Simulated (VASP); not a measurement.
A run of VASP 6.6.1 is set up as follows.

File INCAR:

```
ALGO = Normal
EDIFF = 1E-7
EDIFFG = -0.04
ENCUT = 600
GGA = PE
GGA_COMPAT = F
IBRION = 2
ISIF = 3
ISMEAR = 0
LASPH = T
LCHARG = F
LREAL = F
LWAVE = F
NELM = 120
NELMIN = 4
NSW = 90
PREC = Accurate
SIGMA = 0.1
```

KPOINTS

```
k-points
0
Gamma
  4 4 6
```

The input POSCAR:

```
MoOs2
1.0
    4.3301906026      0.0000000000      0.0000000000
    0.0000000000      5.2849642134      0.0000000000
    0.0000000000      0.0000000000      3.2992299547
Mo Os
2 4
Direct
    0.0000000000      0.0000000000      0.0000000000
    0.5000000000      0.5000000000      0.5000000000
    0.2004000000      0.3787000000      0.0000000000
    0.7996000000      0.6213000000      0.0000000000
    0.7004000000      0.1213000000      0.5000000000
    0.2996000000      0.8787000000      0.5000000000
```

Potentials or basis: VASP PAW PBE potentials, release 64 (Mo_sv, Os).

Command:

```bash
$ cat potpaw_PBE.64/Mo_sv/POTCAR potpaw_PBE.64/Os/POTCAR > POTCAR
$ mpirun -np 1 vasp_std > vasp.out
```

**Question.** What does it give for the relaxed cell?

**Answer.** a = 2.763 Å, b = 8.273 Å, c = 3.895 Å, α = 90.00°, β = 90.00°, γ = 90.00°.

**Question.** Predict the relaxed volume.

**Answer.** 14.84 Å³/atom.

**Question.** What does it give for the band gap on the k mesh?

**Answer.** Zero (bands 30 and 31 overlap by 2.06 eV).

**Question.** What does it give for the space group after relaxing (to 0.1 Å)?

**Answer.** Immm (No. 71).

Stress tensor (GPa, compression positive):
```
 0.25  0.00  0.00
 0.00 -0.34  0.00
 0.00  0.00 -0.19
```

Caveat: the k points lie up to 0.57 Å⁻¹ apart in the final cell, too coarse for converged energies and pressures of a metal; the volume moved by over 15 % at a fixed basis, so the end points are rough; spin-orbit coupling is left out, which moves the levels of the heavy elements.
